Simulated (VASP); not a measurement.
# SrCl2 (R-3m) in VASP: a series of runs, part 2 of 2

VASP 6.6.1.

## 3. Single point, LDA

This run uses another cell than the first one, of the same volume but with other edges.

Input file INCAR:

```
SYSTEM = SrCl2
ALGO = Normal
EDIFF = 1E-6
ENCUT = 520
GGA = CA
ISIF = 2
ISMEAR = 0
LASPH = .True.
LCHARG = .True.
LELF = .True.
LREAL = .False.
LVHAR = .True.
LWAVE = .False.
NBANDS = 19
NELM = 80
PREC = Accurate
SIGMA = 0.05
```

Input file KPOINTS:

```
k-points
0
Gamma
  6 6 6
  0 0 0
```

Input file POSCAR:

```
SrCl2
1.0
    0.4373308105      3.7173118892      3.7173118892
    3.7173118892      0.4373308105      3.7173118892
    3.7173118892      3.7173118892      0.4373308105
Sr Cl
1 2
Direct
    0.0000000000      0.0000000000      0.0000000000
    0.2500000000      0.2500000000      0.2500000000
    0.7500000000      0.7500000000      0.7500000000
```

Potentials or basis: VASP PAW LDA potentials, release 64 (Sr_sv, Cl).

Started as:

```bash
$ cat potpaw_LDA.64/Sr_sv/POTCAR potpaw_LDA.64/Cl/POTCAR > POTCAR
$ mpirun -np 1 vasp_std > vasp.out
```

OUTCAR:

```text
SYSTEM = SrCl2
   EDIFF = 1E-6
   ENCUT = 520
   GGA = CA
   ISIF = 2
   ISMEAR = 0
   LASPH = .True.
   LREAL = .False.
   NELM = 80
   PREC = Accurate

 ion  position               nearest neighbor table
   1  0.000  0.000  0.000-   3 2.91   3 2.91   3 2.91   2 2.91   2 2.91   2 2.91   3 3.41   2 3.41

   2  0.250  0.250  0.250-   1 2.91   1 2.91   1 2.91   1 3.41
   3  0.750  0.750  0.750-   1 2.91   1 2.91   1 2.91   1 3.41

  LATTYP: Found a trigonal (rhomboedric) cell.
 ALAT       =     5.2752320898
 COS(alpha) =     0.6134020619

  Lattice vectors:

 A1 = (   0.4373308105,   3.7173118892,   3.7173118892)
 A2 = (   3.7173118892,   0.4373308105,   3.7173118892)
 A3 = (   3.7173118892,   3.7173118892,   0.4373308105)

Analysis of symmetry for initial positions (statically):
=====================================================================
 Subroutine PRICEL returns:
 Original cell was already a primitive cell.

 Routine SETGRP: Setting up the symmetry group for a
 trigonal (rhombohedral) supercell.

 Subroutine GETGRP returns: Found 12 space group operations
 (whereof 12 operations were pure point group operations)
 out of a pool of 12 trial point group operations.

The static configuration has the point symmetry D_3d.

Analysis of symmetry for dynamics (positions and initial velocities):
=====================================================================
 Subroutine PRICEL returns:
 Original cell was already a primitive cell.

 Routine SETGRP: Setting up the symmetry group for a
 trigonal (rhombohedral) supercell.

 Subroutine GETGRP returns: Found 12 space group operations
 (whereof 12 operations were pure point group operations)
 out of a pool of 12 trial point group operations.

The dynamic configuration has the point symmetry D_3d.

 Subroutine INISYM returns: Found 12 space group operations
[... 109 lines left out ...]
   PSTRESS=    0.0 pullay stress
   NELECT =      24.0000    total number of electrons
   NUPDOWN=      -1.0000    fix difference up-down
   EMIN   =  10.00;   EMAX   =-10.00  energy-range for DOS
   EFERMI =   0.00;   METHOD = LEGACY
   ISMEAR =     0;   SIGMA  =   0.05  broadening in eV -4-tet -1-fermi 0-gaus
   EFERMI_NEDOS =   21; number of points for ismear=-14 and -15
   IALGO  =     38    algorithm
   IMIX   =      4    mixing-type and parameters
     AMIX     =   0.40;   BMIX     =  1.00
     AMIX_MAG =   1.60;   BMIX_MAG =  1.00
  volume/ion in A,a.u.               =      28.23       190.50
  Fermi-wavevector in a.u.,A,eV,Ry     =   1.075318  2.032056 15.732530  1.156308
  Thomas-Fermi vector in A             =   2.211171
   LORBIT       =      0    0 simple, 1 ext, 2 COOP (PROOUT), +10 PAW based schemes
   GGA     = CA    functional components
   LHFCALC =     F    Hartree Fock is set to
   AEXX    =    0.0000 exact exchange contribution
   IVDW    =     0    specifies the selected vdW correction
   LEPSILON=     F    determine dielectric tensor
   LRPA    =     F    only Hartree local field effects (RPA)
 non-spin polarized calculation
 Gauss-broadening in eV      SIGMA  =   0.05
  energy-cutoff  :      520.00
  volume of cell :       84.69
 maximum number of plane-waves:      2308
   NGX = 19   NGY = 19   NGZ = 19

 number of electron      23.9999997 magnetization

 Free energy of the ion-electron system (eV)
  ---------------------------------------------------
  ext. energy  EPLUGINS =         0.00000000
  ---------------------------------------------------
  free energy    TOTEN  =       -13.94194042 eV

  energy without entropy =      -13.94194042  energy(sigma->0) =      -13.94194042

 E-fermi :   0.0804     XC(G=0):  -8.7984

 val. band max:       -0.1490724850   @ k =   0.5000   0.5000  -0.0000
 cond. band min:       4.8356520435   @ k =   0.0000   0.0000   0.0000
 fundamental gap:      4.9847245285
 Fermi energy:         0.0803601783

 k-point     1 :       0.0000    0.0000    0.0000
  band No.  band energies     occupation
      1     -32.6388      2.00000
      2     -14.8569      2.00000
      3     -14.7520      2.00000
      4     -14.7520      2.00000
      5     -13.3023      2.00000
      6     -12.3649      2.00000
[... 505 lines left out ...]
      6     -12.4568      2.00000
[... 11 lines left out ...]
     18       9.3493      0.00000
     19       9.5265      0.00000

 [... further k-points ...]
[... 5 lines left out ...]
  --------------------------------------------------------------------------------------
  -------------------------------------------------------------------------------------
  Total       -0.7215435     -0.7215435     -0.7215435     -0.3343865     -0.3343865     -0.3343865
  in kB      -13.6504778    -13.6504778    -13.6504778     -6.3260701     -6.3260701     -6.3260701
  external PRESSURE =     -13.6504778 kB  Pullay stress =       0.0000000 kB

 VOLUME and BASIS-vectors are now :
 -----------------------------------------------------------------------------
  energy-cutoff  :      520.00
  volume of cell :       84.69
      direct lattice vectors                 reciprocal lattice vectors
     0.437330811  3.717311889  3.717311889    -0.160908787  0.143971020  0.143971020
     3.717311889  0.437330811  3.717311889     0.143971020 -0.160908787  0.143971020
     3.717311889  3.717311889  0.437330811     0.143971020  0.143971020 -0.160908787

 POSITION                                       TOTAL-FORCE (eV/Angst)
 -----------------------------------------------------------------------------------
      0.00000      0.00000      0.00000         0.000000      0.000000     -0.000000
      1.96799      1.96799      1.96799        -0.104279     -0.104279     -0.104279
      5.90397      5.90397      5.90397         0.104279      0.104279      0.104279
 -----------------------------------------------------------------------------------
    total drift:                               -0.000000     -0.000000      0.000000

  FREE ENERGIE OF THE ION-ELECTRON SYSTEM (eV)
  ---------------------------------------------------
  free  energy   TOTEN  =       -13.9419404212 eV

  energy  without entropy=      -13.9419404212  energy(sigma->0) =      -13.94194042
```

It took 48 s on 1 thread of Intel Xeon Platinum 8259CL at 2.50GHz (Skylake/Cascade Lake), shared host; peak memory 0.21 GiB.

Results:

- Free energy: -13.9419 eV
- Pressure: -1.4 GPa
- Largest force: 0.181 eV/Å
- Band gap on the k mesh: 4.98 eV, indirect (least direct gap 5.06 eV)

Forces in eV/Å, atoms in the order of the input:
```
Sr   0.000  0.000  0.000
Cl  -0.104 -0.104 -0.104
Cl   0.104  0.104  0.104
```

## 4. Single point, LDA

This run uses another cell than the first one, of the same volume but with other edges.

Input file INCAR:

```
ALGO = Normal
EDIFF = 1E-6
ENCUT = 520
ISIF = 2
ISMEAR = 0
LASPH = True
LCHARG = False
LREAL = False
LWAVE = False
NBANDS = 19
NELM = 100
PREC = Accurate
SIGMA = 0.05
```

Input file KPOINTS:

```
k-points
0
Gamma
  6 6 6
```

Input file POSCAR:

```
SrCl2
1.0
    1.3628735433      4.2833168504      4.2833168504
    4.2833168504      1.3628735433      4.2833168504
    4.2833168504      4.2833168504      1.3628735433
Sr Cl
1 2
Direct
    0.0000000000      0.0000000000      0.0000000000
    0.2500000000      0.2500000000      0.2500000000
    0.7500000000      0.7500000000      0.7500000000
```

Potentials or basis: VASP PAW LDA potentials, release 64 (Sr_sv, Cl).

Started as:

```bash
$ cat potpaw_LDA.64/Sr_sv/POTCAR potpaw_LDA.64/Cl/POTCAR > POTCAR
$ mpirun -np 1 vasp_std > vasp.out
```

OUTCAR:

```text
EDIFF = 1E-6
   ENCUT = 520
   ISIF = 2
   ISMEAR = 0
   LASPH = True
   LREAL = False
   NELM = 100
   PREC = Accurate

 ion  position               nearest neighbor table
   1  0.000  0.000  0.000-   3 2.78   2 2.78   3 2.78   3 2.78   2 2.78   2 2.78
   2  0.250  0.250  0.250-   1 2.78   1 2.78   1 2.78
   3  0.750  0.750  0.750-   1 2.78   1 2.78   1 2.78

  LATTYP: Found a trigonal (rhomboedric) cell.
 ALAT       =     6.2089476384
 COS(alpha) =     0.7787610619

  Lattice vectors:

 A1 = (   1.3628735433,   4.2833168504,   4.2833168504)
 A2 = (   4.2833168504,   1.3628735433,   4.2833168504)
 A3 = (   4.2833168504,   4.2833168504,   1.3628735433)

Analysis of symmetry for initial positions (statically):
=====================================================================
 Subroutine PRICEL returns:
 Original cell was already a primitive cell.

 Routine SETGRP: Setting up the symmetry group for a
 trigonal (rhombohedral) supercell.

 Subroutine GETGRP returns: Found 12 space group operations
 (whereof 12 operations were pure point group operations)
 out of a pool of 12 trial point group operations.

The static configuration has the point symmetry D_3d.

Analysis of symmetry for dynamics (positions and initial velocities):
=====================================================================
 Subroutine PRICEL returns:
 Original cell was already a primitive cell.

 Routine SETGRP: Setting up the symmetry group for a
 trigonal (rhombohedral) supercell.

 Subroutine GETGRP returns: Found 12 space group operations
 (whereof 12 operations were pure point group operations)
 out of a pool of 12 trial point group operations.

The dynamic configuration has the point symmetry D_3d.

 Subroutine INISYM returns: Found 12 space group operations
 (whereof 12 operations are pure point group operations),
 and found     1 'primitive' translations

[... 107 lines left out ...]
   NELECT =      24.0000    total number of electrons
   NUPDOWN=      -1.0000    fix difference up-down
   EMIN   =  10.00;   EMAX   =-10.00  energy-range for DOS
   EFERMI =   0.00;   METHOD = LEGACY
   ISMEAR =     0;   SIGMA  =   0.05  broadening in eV -4-tet -1-fermi 0-gaus
   EFERMI_NEDOS =   21; number of points for ismear=-14 and -15
   IALGO  =     38    algorithm
   IMIX   =      4    mixing-type and parameters
     AMIX     =   0.40;   BMIX     =  1.00
     AMIX_MAG =   1.60;   BMIX_MAG =  1.00
  volume/ion in A,a.u.               =      28.23       190.50
  Fermi-wavevector in a.u.,A,eV,Ry     =   1.075318  2.032056 15.732530  1.156308
  Thomas-Fermi vector in A             =   2.211171
   LORBIT       =      0    0 simple, 1 ext, 2 COOP (PROOUT), +10 PAW based schemes
   GGA     = CA    functional components
   LHFCALC =     F    Hartree Fock is set to
   AEXX    =    0.0000 exact exchange contribution
   IVDW    =     0    specifies the selected vdW correction
   LEPSILON=     F    determine dielectric tensor
   LRPA    =     F    only Hartree local field effects (RPA)
 non-spin polarized calculation
 Gauss-broadening in eV      SIGMA  =   0.05
  energy-cutoff  :      520.00
  volume of cell :       84.69
 maximum number of plane-waves:      2302
 NGX is ok and might be reduce to    48

 number of electron      24.0000002 magnetization

 Free energy of the ion-electron system (eV)
  ---------------------------------------------------
  ext. energy  EPLUGINS =         0.00000000
  ---------------------------------------------------
  free energy    TOTEN  =       -13.68233628 eV

  energy without entropy =      -13.68233628  energy(sigma->0) =      -13.68233628

 E-fermi :  -0.2366     XC(G=0):  -8.7471

 val. band max:       -0.5217745849   @ k =   0.0000   0.0000   0.0000
 cond. band min:       4.6463185201   @ k =   0.5000   0.5000  -0.0000
 fundamental gap:      5.1680931050
 Fermi energy:        -0.2366284595

 k-point     1 :       0.0000    0.0000    0.0000
  band No.  band energies     occupation
      1     -32.4374      2.00000
      2     -15.1518      2.00000
      3     -14.5672      2.00000
      4     -14.5672      2.00000
      5     -13.4956      2.00000
      6     -12.3627      2.00000
[... 505 lines left out ...]
      6     -12.4541      2.00000
[... 11 lines left out ...]
     18       9.2273      0.00000
     19       9.5147      0.00000

 [... further k-points ...]
[... 5 lines left out ...]
  --------------------------------------------------------------------------------------
  -------------------------------------------------------------------------------------
  Total        1.4967482      1.4967482      1.4967482     -0.5446960     -0.5446960     -0.5446960
  in kB       28.3161405     28.3161405     28.3161405    -10.3047979    -10.3047979    -10.3047979
  external PRESSURE =      28.3161405 kB  Pullay stress =       0.0000000 kB

 VOLUME and BASIS-vectors are now :
 -----------------------------------------------------------------------------
  energy-cutoff  :      520.00
  volume of cell :       84.69
      direct lattice vectors                 reciprocal lattice vectors
     1.362873543  4.283316850  4.283316850    -0.194705869  0.147707900  0.147707900
     4.283316850  1.362873543  4.283316850     0.147707900 -0.194705869  0.147707900
     4.283316850  4.283316850  1.362873543     0.147707900  0.147707900 -0.194705869

 POSITION                                       TOTAL-FORCE (eV/Angst)
 -----------------------------------------------------------------------------------
      0.00000      0.00000      0.00000         0.000000      0.000000     -0.000000
      2.48238      2.48238      2.48238        -0.171146     -0.171146     -0.171146
      7.44713      7.44713      7.44713         0.171146      0.171146      0.171146
 -----------------------------------------------------------------------------------
    total drift:                               -0.000000     -0.000000      0.000000

  FREE ENERGIE OF THE ION-ELECTRON SYSTEM (eV)
  ---------------------------------------------------
  free  energy   TOTEN  =       -13.6823362790 eV

  energy  without entropy=      -13.6823362790  energy(sigma->0) =      -13.68233628
```

Run time: 70 s. Hardware: 1 thread of Intel Xeon Platinum 8259CL at 2.50GHz (Skylake/Cascade Lake), shared host; peak memory 0.27 GiB.

What came out:

```yaml
Free_energy: -13.6823 eV
Pressure: 2.8 GPa
Largest_force: 0.296 eV/Å
Band_gap_on_the_k_mesh: 5.17 eV, indirect (least direct gap 5.43 eV)
```

Forces in eV/Å, atoms in the order of the input:
```
Sr   0.000  0.000  0.000
Cl  -0.171 -0.171 -0.171
Cl   0.171  0.171  0.171
```

## 5. Summary

```csv
cell,gap on the mesh (eV),pressure (GPa),largest force (eV/Å)
"a = 4.698 Å, angles 67.3°, 3 atoms",4.88,-0.9,0.82
"a = 5.275 Å, angles 52.2°, 3 atoms",4.98,-1.4,0.18
"a = 6.209 Å, angles 38.9°, 3 atoms",5.17,2.8,0.30
```

Alike in all rows: task single point; level LDA; potentials or basis VASP PAW LDA potentials, release 64 (Sr_sv, Cl); no spin polarisation; k mesh 6 × 6 × 6; cutoff (eV) 520; smearing gaussian 0.05 eV.

Absolute energies hang on the potentials; compare differences alone.
